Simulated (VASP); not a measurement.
# CdSe (F-43m) in VASP: further runs

The runs below take CdSe through single point, with RPBE+D3(BJ), PBEsol.

Everything below comes from runs of VASP 6.6.1. Logs are shortened: lines on timing, memory, paths and dates and some standing lists are left out, and cuts for length are marked.

## 1. The cell of the first run

It takes space group F-43m (No. 216, cubic). The conventional cell has a = 6.433 Å, b = 6.433 Å, c = 6.433 Å, α = 90.00°, β = 90.00°, γ = 90.00°. Within 3.7 Å of Cd (site symmetry -43m) lie 4 Se at 2.79 Å. Within 3.7 Å of Se (site symmetry -43m) lie 4 Cd at 2.79 Å.

## 2. Single point, RPBE+D3(BJ), collinear spin, ferromagnetic start

INCAR reads:

```
SYSTEM = CdSe
ALGO     = Normal         ! electronic algorithm
EDIFF    = 1E-6           ! SCF threshold, eV
ENCUT    = 520            ! plane-wave cutoff, eV
GGA      = RP             ! functional
ISIF     = 2              ! what is computed and relaxed
ISMEAR   = -5             ! smearing method
ISPIN    = 2              ! spin polarisation
IVDW     = 12             ! dispersion correction
LASPH    = .True.         ! aspherical terms in the spheres
LCHARG   = .False.        ! write CHGCAR
LORBIT   = 11             ! projections on sites
LREAL    = .False.        ! projectors in reciprocal space
LWAVE    = .False.        ! write WAVECAR
MAGMOM   = 0.5 0          ! initial moments
NBANDS   = 20             ! bands
NELM     = 150            ! most SCF steps
PREC     = Accurate       ! precision mode
SIGMA    = 0.05           ! smearing width, eV
```

KPOINTS reads:

```
k-points
0
Gamma
  8 8 8
  0 0 0
```

POSCAR reads:

```
CdSe
1.0
    0.0000000000      3.2166910602      3.2166910602
    3.2166910602      0.0000000000      3.2166910602
    3.2166910602      3.2166910602      0.0000000000
Cd Se
1 1
Direct
    0.0000000000      0.0000000000      0.0000000000
    0.2500000000      0.2500000000      0.2500000000
```

Potentials or basis: VASP PAW PBE potentials, release 64 (Cd, Se).

On the command line:

```console
> cat potpaw_PBE.64/Cd/POTCAR potpaw_PBE.64/Se/POTCAR > POTCAR
> mpirun -np 1 vasp_std > vasp.out
```

OUTCAR:

```text
SYSTEM = CdSe
   EDIFF = 1E-6
   ENCUT = 520
   GGA = RP
   ISIF = 2
   ISMEAR = -5
   ISPIN = 2
   IVDW = 12
   LASPH = .True.
   LORBIT = 11
   LREAL = .False.
   NELM = 150
   PREC = Accurate
 IVDW          = 12

 ion  position               nearest neighbor table
   1  0.000  0.000  0.000-   2 2.79   2 2.79   2 2.79   2 2.79
   2  0.250  0.250  0.250-   1 2.79   1 2.79   1 2.79   1 2.79

  LATTYP: Found a face centered cubic cell.
 ALAT       =     6.4333821204

  Lattice vectors:

 A1 = (   0.0000000000,   3.2166910602,   3.2166910602)
 A2 = (   3.2166910602,   0.0000000000,   3.2166910602)
 A3 = (   3.2166910602,   3.2166910602,   0.0000000000)

Analysis of symmetry for initial positions (statically):
=====================================================================
 Subroutine PRICEL returns:
 Original cell was already a primitive cell.

 Routine SETGRP: Setting up the symmetry group for a
 face centered cubic supercell.

 Subroutine GETGRP returns: Found 24 space group operations
 (whereof 24 operations were pure point group operations)
 out of a pool of 48 trial point group operations.

The static configuration has the point symmetry T_d .

Analysis of symmetry for dynamics (positions and initial velocities):
=====================================================================
 Subroutine PRICEL returns:
 Original cell was already a primitive cell.

 Routine SETGRP: Setting up the symmetry group for a
 face centered cubic supercell.

 Subroutine GETGRP returns: Found 24 space group operations
 (whereof 24 operations were pure point group operations)
 out of a pool of 48 trial point group operations.

The dynamic configuration has the point symmetry T_d .

Analysis of structural, dynamic, and magnetic symmetry:
=====================================================================
 Subroutine PRICEL returns:
 Original cell was already a primitive cell.

 Routine SETGRP: Setting up the symmetry group for a
 face centered cubic supercell.

 Subroutine GETGRP returns: Found 24 space group operations
 (whereof 24 operations were pure point group operations)
 out of a pool of 48 trial point group operations.

The overall configuration has the point symmetry T_d .

 Subroutine INISYM returns: Found 24 space group operations
 (whereof 24 operations are pure point group operations),
 and found     1 'primitive' translations

----------------------------------------------------------------------------------------

                                     Primitive cell

  volume of cell :      66.5669

  direct lattice vectors                    reciprocal lattice vectors
     0.000000000  3.216691060  3.216691060    -0.155439236  0.155439236  0.155439236
     3.216691060  0.000000000  3.216691060     0.155439236 -0.155439236  0.155439236
     3.216691060  3.216691060  0.000000000     0.155439236  0.155439236 -0.155439236

  length of vectors
     4.549088123  4.549088123  4.549088123     0.269228654  0.269228654  0.269228654

  position of ions in fractional coordinates (direct lattice)
     0.000000000  0.000000000  0.000000000
     0.250000000  0.250000000  0.250000000

  ion indices of the primitive-cell ions
   primitive index   ion index
                 1           1
                 2           2

----------------------------------------------------------------------------------------

 KPOINTS: k-points

Automatic generation of k-mesh.
 Grid dimensions read from file:
 generate k-points for:    8    8    8

 Generating k-lattice:

  Cartesian coordinates                     Fractional coordinates (reciprocal lattice)
    -0.019429904  0.019429904  0.019429904     0.125000000  0.000000000  0.000000000
     0.019429904 -0.019429904  0.019429904     0.000000000  0.125000000  0.000000000
     0.019429904  0.019429904 -0.019429904     0.000000000  0.000000000  0.125000000

  Length of vectors
     0.033653582  0.033653582  0.033653582

  Shift w.r.t. Gamma in fractional coordinates (k-lattice)
     0.000000000  0.000000000  0.000000000

 TETIRR: Found     76 inequivalent tetrahedra from     3072

 Subroutine IBZKPT returns following result:
 ===========================================

 Found     29 irreducible k-points:

 Following reciprocal coordinates:
            Coordinates               Weight
  0.000000  0.000000  0.000000      1.000000
  0.125000  0.000000  0.000000      8.000000
  0.250000  0.000000  0.000000      8.000000
  0.375000  0.000000  0.000000      8.000000
  0.500000  0.000000  0.000000      4.000000
  0.125000  0.125000  0.000000      6.000000
[... 16 lines left out ...]
  0.500000  0.250000  0.125000     48.000000
 -0.375000  0.250000  0.125000     24.000000
 [... further k-points ...]
   k-points           NKPTS =     29   k-points in BZ     NKDIM =     29   number of bands    NBANDS=     20
   number of dos      NEDOS =    301   number of ions     NIONS =      2
   total plane-waves  NPLWV =  46656
   dimension x,y,z NGX =    36 NGY =   36 NGZ =   36
   dimension x,y,z NGXF=    72 NGYF=   72 NGZF=   72
   ions per type =               1   1
   NGX,Y,Z   is equivalent  to a cutoff of  13.16, 13.16, 13.16 a.u.
   NGXF,Y,Z  is equivalent  to a cutoff of  26.31, 26.31, 26.31 a.u.
 SYSTEM =  CdSe
   PREC   = accura    normal or accurate (medium, high low for compatibility)
   ISTART =      0    job   : 0-new  1-cont  2-samecut
   ICHARG =      2    charge: 1-file 2-atom 10-const
   ISPIN  =      2    spin polarized calculation?
   LNONCOLLINEAR =      F non collinear calculations
   LSORBIT =      F    spin-orbit coupling
   LASPH  =      T    aspherical Exc in radial PAW
   ENCUT  =  520.0 eV  38.22 Ry    6.18 a.u.   8.46  8.46  8.46*2*pi/ulx,y,z
   NELM   =    150;   NELMIN=  2; NELMDL= -5     # of ELM steps
   EDIFF  = 0.1E-05   stopping-criterion for ELM
   LREAL  =      F    real-space projection
   EDIFFG = 0.1E-04   stopping-criterion for IOM
   NSW    =      0    number of steps for IOM
   IBRION =     -1    ionic relax: 0-MD 1-quasi-New 2-CG
   NFREE  =      0    steps in history (QN), initial steepest desc. (CG)
   ISIF   =      2    stress and relaxation
   ISYM   =      2    0-nonsym 1-usesym 2-fastsym
   POTIM  = 0.5000    time-step for ionic-motion
   TEBEG  =    0.0;   TEEND  =   0.0 temperature during run
   PSTRESS=    0.0 pullay stress
   NELECT =      18.0000    total number of electrons
   NUPDOWN=      -1.0000    fix difference up-down
   EMIN   =  10.00;   EMAX   =-10.00  energy-range for DOS
   EFERMI =   0.00;   METHOD = LEGACY
   ISMEAR =    -5;   SIGMA  =   0.05  broadening in eV -4-tet -1-fermi 0-gaus
   EFERMI_NEDOS =   21; number of points for ismear=-14 and -15
   IALGO  =     38    algorithm
   IMIX   =      4    mixing-type and parameters
     AMIX     =   0.40;   BMIX     =  1.00
     AMIX_MAG =   1.60;   BMIX_MAG =  1.00
  volume/ion in A,a.u.               =      33.28       224.61
  Fermi-wavevector in a.u.,A,eV,Ry     =   1.058635  2.000530 15.248164  1.120708
  Thomas-Fermi vector in A             =   2.193952
   LORBIT       =     11    0 simple, 1 ext, 2 COOP (PROOUT), +10 PAW based schemes
   GGA     = RP    functional components
   LHFCALC =     F    Hartree Fock is set to
   AEXX    =    0.0000 exact exchange contribution
   IVDW    =    12    specifies the selected vdW correction
   LEPSILON=     F    determine dielectric tensor
   LRPA    =     F    only Hartree local field effects (RPA)
 spin polarized calculation
 Fermi weights with tetrahedron method with Bloechl corrections
  energy-cutoff  :      520.00
  volume of cell :       66.57
 maximum number of plane-waves:      1812
 NGX is ok and might be reduce to    36
   NGX = 17   NGY = 17   NGZ = 17

 number of electron      17.9999994 magnetization       0.0000286

 number of electron      17.9999994 magnetization      -0.0000228

 Free energy of the ion-electron system (eV)
  ---------------------------------------------------
  ext. energy  EPLUGINS =         0.00000000
  ---------------------------------------------------
  free energy    TOTEN  =        -4.84934590 eV

  energy without entropy =       -4.84934590  energy(sigma->0) =       -4.84934590

 E-fermi :  -0.0376     XC(G=0):  -7.8739

 val. band max:       -0.1192127926   @ k =   0.0000   0.0000   0.0000
 cond. band min:       0.3093182825   @ k =   0.0000   0.0000   0.0000
 fundamental gap:      0.4285310751
 Fermi energy:        -0.0376226064

 spin component 1

 k-point     1 :       0.0000    0.0000    0.0000
  band No.  band energies     occupation
      1     -11.8622      1.00000
      2      -7.6528      1.00000
      3      -7.6528      1.00000
      4      -7.6528      1.00000
      5      -7.4339      1.00000
      6      -7.4339      1.00000
[... 12 lines left out ...]
     19      11.8360      0.00000
     20      13.9867      0.00000
[... 507 lines left out ...]
 k-point    24 :      -0.3750    0.2500    0.1250
  band No.  band energies     occupation
      1     -11.5867      1.00000
      2      -7.5732      1.00000
      3      -7.5603      1.00000
      4      -7.4418      1.00000
      5      -7.4229      1.00000
      6      -7.1901      1.00000
[... 12 lines left out ...]
     19      14.7520      0.00000
     20      16.6378      0.00000

 [... further k-points ...]

 spin component 2

 k-point     1 :       0.0000    0.0000    0.0000
  band No.  band energies     occupation
      1     -11.8622      1.00000
      2      -7.6528      1.00000
      3      -7.6528      1.00000
      4      -7.6528      1.00000
      5      -7.4339      1.00000
      6      -7.4339      1.00000
[... 12 lines left out ...]
     19      11.8360      0.00000
     20      13.9867      0.00000
[... 507 lines left out ...]
 k-point    24 :      -0.3750    0.2500    0.1250
  band No.  band energies     occupation
      1     -11.5867      1.00000
      2      -7.5732      1.00000
      3      -7.5602      1.00000
      4      -7.4418      1.00000
      5      -7.4229      1.00000
      6      -7.1901      1.00000
[... 12 lines left out ...]
     19      14.7520      0.00000
     20      16.6378      0.00000

 [... further k-points ...]

------------------------ aborting loop because EDIFF is reached ----------------------------------------

 Edisp (eV)   -2.09977

 E8    (eV) :    -1.3056

  FORCE on cell =-STRESS in cart. coord.  units (eV):
  Direction    XX          YY          ZZ          XY          YZ          ZX
  --------------------------------------------------------------------------------------
  -------------------------------------------------------------------------------------
  Total      -3.54277    -3.54277    -3.54277     0.00000     0.00000    -0.00000
  in kB     -85.26991   -85.26991   -85.26991     0.00000     0.00000    -0.00000
  external pressure =      -85.27 kB  Pullay stress =        0.00 kB

 VOLUME and BASIS-vectors are now :
 -----------------------------------------------------------------------------
  energy-cutoff  :      520.00
  volume of cell :       66.57
      direct lattice vectors                 reciprocal lattice vectors
     0.000000000  3.216691060  3.216691060    -0.155439236  0.155439236  0.155439236
     3.216691060  0.000000000  3.216691060     0.155439236 -0.155439236  0.155439236
     3.216691060  3.216691060  0.000000000     0.155439236  0.155439236 -0.155439236

 POSITION                                       TOTAL-FORCE (eV/Angst)
 -----------------------------------------------------------------------------------
      0.00000      0.00000      0.00000        -0.000000     -0.000000     -0.000000
      1.60835      1.60835      1.60835         0.000000      0.000000      0.000000
 -----------------------------------------------------------------------------------
    total drift:                               -0.000000     -0.000000     -0.000000

  FREE ENERGIE OF THE ION-ELECTRON SYSTEM (eV)
  ---------------------------------------------------
  free  energy   TOTEN  =        -6.9491128859 eV

  energy  without entropy=       -6.9491128859  energy(sigma->0) =       -6.94911289

 total charge

# of ion       s       p       d       tot
------------------------------------------
    1        0.419   0.230   9.561  10.210
    2        1.447   2.337   0.013   3.796
--------------------------------------------------
tot          1.866   2.566   9.574  14.006

 magnetization (x)

# of ion       s       p       d       tot
------------------------------------------
    1       -0.000   0.000   0.000  -0.000
    2       -0.000  -0.000   0.000  -0.000
--------------------------------------------------
tot         -0.000  -0.000   0.000  -0.000
```

It took 71 s on 1 thread of Intel Xeon Platinum 8259CL at 2.50GHz (Skylake/Cascade Lake), shared host; peak memory 0.28 GiB.

What came out:

```yaml
Free_energy: -6.9491 eV
Pressure: -8.5 GPa
Band_gap_on_the_k_mesh: 0.43 eV, direct
Net_moment: 0.00 μB per cell
Valence_electrons_inside_the_program's_atomic_spheres: Cd 10.21; Se 3.80
Dispersion_energy_per_atom: -1.050 eV
```

Caveat: the PAW data sets were made with another functional, which shifts forces and pressure a little.

(Continued in part 2 of 2.)
